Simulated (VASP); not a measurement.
BN: single point with r2SCAN

The system is BN.

```
B N
1.0
     0.00000    3.49165    3.49165
     3.49165    0.00000    3.49165
     5.23748    5.23748    0.00000
B N
12 12
Direct
  0.95154 0.00966 0.97307
  0.95613 0.10621 0.32377
  0.00233 0.02981 0.66396
  0.01162 0.50625 0.97622
  0.95604 0.58228 0.30894
  0.94503 0.58727 0.64365
  0.44883 0.95847 0.99641
  0.48769 0.07946 0.29667
  0.44660 0.08099 0.66635
  0.50100 0.51171 0.99388
  0.43700 0.52660 0.34640
  0.52992 0.52187 0.64329
  0.24415 0.22752 0.18789
  0.30532 0.17311 0.50654
  0.26981 0.21522 0.85766
  0.32160 0.69077 0.16515
  0.24867 0.68115 0.51769
  0.23237 0.75422 0.84291
  0.77594 0.20945 0.18197
  0.75647 0.19589 0.52231
  0.77782 0.27940 0.82504
  0.77433 0.76564 0.17007
  0.78969 0.67777 0.50321
  0.75562 0.74353 0.84875
```

```yaml
Program: VASP 6.6.1
Task: single point
Functional: r2SCAN
Potentials_or_basis: VASP PAW PBE potentials, release 64 (B, N)
Cutoff: 520 eV
k_mesh: 4 × 4 × 2
Occupations: fermi-dirac, width 0.02 eV
Spin: no spin polarisation
Dipole_correction: no
Further_INCAR_settings: LREAL = Auto; ALGO = Normal; EDIFF = 1e-06; NBANDS = 66
```

The pressure is 47.6 GPa. The largest force is 3.928 eV/Å and the band gap on the k mesh is 1.35 eV (least direct gap 1.61 eV).

Forces on the atoms (eV/Å):
```
B    0.663  1.718 -0.213
B    0.283 -0.614  0.604
B   -0.020 -1.565  1.159
B   -1.355 -1.166  0.295
B    0.185  2.239  3.221
B    1.993  2.366 -0.455
B   -0.200  1.135 -0.216
B    0.108  1.611  0.387
B    0.167 -0.196  2.216
B   -0.096 -1.672  1.007
B    0.397  0.061 -1.146
B   -0.323 -2.079 -1.158
N    0.518 -0.292  0.149
N   -0.887 -1.014 -0.972
N    0.281 -0.840  0.332
N   -0.329 -1.262 -2.778
N    0.246  2.362  0.336
N   -0.955  1.645 -1.381
N   -0.153  0.318  1.266
N    0.962  1.782 -1.157
N    0.375 -0.818  0.427
N    0.095 -2.901 -0.736
N   -1.116 -2.130 -0.885
N   -0.839  1.313 -0.301
```

Stress tensor (GPa, compression positive):
```
 27.93 -12.89  12.40
-12.89  78.12 -12.47
 12.40 -12.47  36.69
```

Levels at points of the mesh, in eV from the valence-band top:
```
           k point  band 46  band 47  band 48  band 49  band 50  band 51
(0.00, 0.00, 0.00)    -0.97    -0.60     0.00     2.17     2.70     2.78
(0.50, 0.00, 0.00)    -1.14    -0.92    -0.75     3.21     3.43     3.76
(0.00, 0.50, 0.00)    -1.38    -1.30    -0.86     3.26     3.50     3.76
(0.50, 0.50, 0.00)    -1.61    -0.97    -0.51     3.25     3.41     3.56
(0.00, 0.00, 0.50)    -0.83    -0.72    -0.25     1.35     1.56     2.93
(0.50, 0.00, 0.50)    -1.73    -0.82    -0.52     2.98     3.30     3.56
(0.00, 0.50, 0.50)    -1.58    -1.15    -0.88     3.11     3.63     3.94
(0.50, 0.50, 0.50)    -1.23    -1.06    -0.77     3.28     3.47     3.75
```

Wall time 38 min on 1 thread of Intel Xeon 8259CL (shared host), peak memory 0.36 GiB.

Caveat: the k points lie up to 0.52 Å⁻¹ apart; the atoms stand as in a frame of molecular dynamics; the PAW data sets were made with another functional, which shifts forces and pressure a little. A k mesh can miss the band edges.
